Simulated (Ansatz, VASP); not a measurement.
**SiO2 in VASP and in Ansatz**

The input INCAR:

```
SYSTEM = SiO2
ALGO = Normal ; EDIFF = 1E-6
EDIFFG = -0.02 ; ENCUT = 520
GGA = PE ; IBRION = 2
ISIF = 2 ; ISMEAR = -1
LASPH = .TRUE. ; LCHARG = .FALSE.
LREAL = .FALSE. ; LWAVE = .FALSE.
NELM = 100 ; NSW = 80
PREC = Accurate ; SIGMA = 0.02
```

KPOINTS

```
k-points
0
G
  7 7 11
  0 0 0
```

File POSCAR:

```
SiO2
1.0
    4.1667000000      0.0000000000      0.0000000000
    0.0000000000      4.1667000000      0.0000000000
    0.0000000000      0.0000000000      2.7444350000
Si O
2 4
Direct
    0.0000000000      0.0000000000      0.0000000000
    0.5000000000      0.5000000000      0.5000000000
    0.3052551835      0.3052551835      0.0000000000
    0.1947448165      0.8052551835      0.5000000000
    0.6947448165      0.6947448165      0.0000000000
    0.8052551835      0.1947448165      0.5000000000
```

Input for Ansatz:

```yaml
crystal:
  lattice:
    - [4.1667, 0.0, 0.0]
    - [0.0, 4.1667, 0.0]
    - [0.0, 0.0, 2.744435]
  atoms:
    - { symbol: Si, position: [0.0, 0.0, 0.0] }
    - { symbol: Si, position: [0.5, 0.5, 0.5] }
    - { symbol: O, position: [0.3052551835, 0.3052551835, 0.0] }
    - { symbol: O, position: [0.1947448165, 0.8052551835, 0.5] }
    - { symbol: O, position: [0.6947448165, 0.6947448165, 0.0] }
    - { symbol: O, position: [0.8052551835, 0.1947448165, 0.5] }
kpoints:
  mp_grid: { grid: [7, 7, 11] }
scf:
  occupations: { method: fermi_dirac, width: 0.02 }
hamiltonian:
  xc: pbe
  pseudopotentials: { kind: paw }
output:
  forces: true
  stress: true
  populations: true
  efg: { quadrupole_moments_barn: { O: -0.02558 }, contact_densities: true }
relax:
  f_tol: 0.02
  max_steps: 60
```

Change from the starting cell: z stretched by +3 %, ions relaxed.

Alike in both runs: task relaxation of the atoms; functional PBE; k mesh 7 × 7 × 11; occupations fermi-dirac, width 0.02 eV; no spin polarisation.

```csv
,VASP,Ansatz
version,VASP 6.6.1,Ansatz 0.2.0
potentials or method,"VASP PAW PBE potentials, release 64 (Si, O)","plane-wave PAW, scalar-relativistic"
plane-wave cutoff (eV),520,420
valence electrons in the cell,32,32
```

|  | VASP | Ansatz | Ansatz less VASP |
| --- | --- | --- | --- |
| gap on the k mesh at the Fermi level, each at its own relaxed structure (eV) | 5.05 | 5.06 | +0.015 |

Ansatz's warnings: stress scf threshold loose.

Noted on VASP's run: the relaxation stopped at its first step, so nothing moved.
